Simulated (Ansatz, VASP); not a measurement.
## One calculation of Cu, two programs

```
Cu
1.0
     0.00000    1.84295    1.84295
     1.84295    0.00000    1.84295
     1.84295    1.84295    0.00000
Cu
1
Cartesian
  0.0000 0.0000 0.0000
```

Change from the starting cell: volume scaled by 1.06.

Alike in both runs: task single point; functional PBEsol; k mesh 13 × 13 × 13; occupations fermi-dirac, width 0.05 eV; no spin polarisation.

|  | VASP | Ansatz |
| --- | --- | --- |
| version | VASP 6.6.1 | Ansatz 0.2.0 |
| potentials or method | VASP PAW PBE potentials, release 64 (Cu), cutoff 520 eV | all-electron LAPW, scalar-relativistic |

Ansatz gave:

| Quantity | Value |
| --- | --- |
| gap on the k mesh at the Fermi level (eV) | none |
| pressure (GPa) | -13.3 |

Q: Which values does VASP return?

A: gap on the k mesh at the Fermi level (eV): none; pressure (GPa): -12.7.

VASP's potentials were made for PBE, not for PBEsol. A gap of «none» marks a metal or a gap that the smearing closes. Ansatz ran all-electron here, and VASP with PAW potentials.
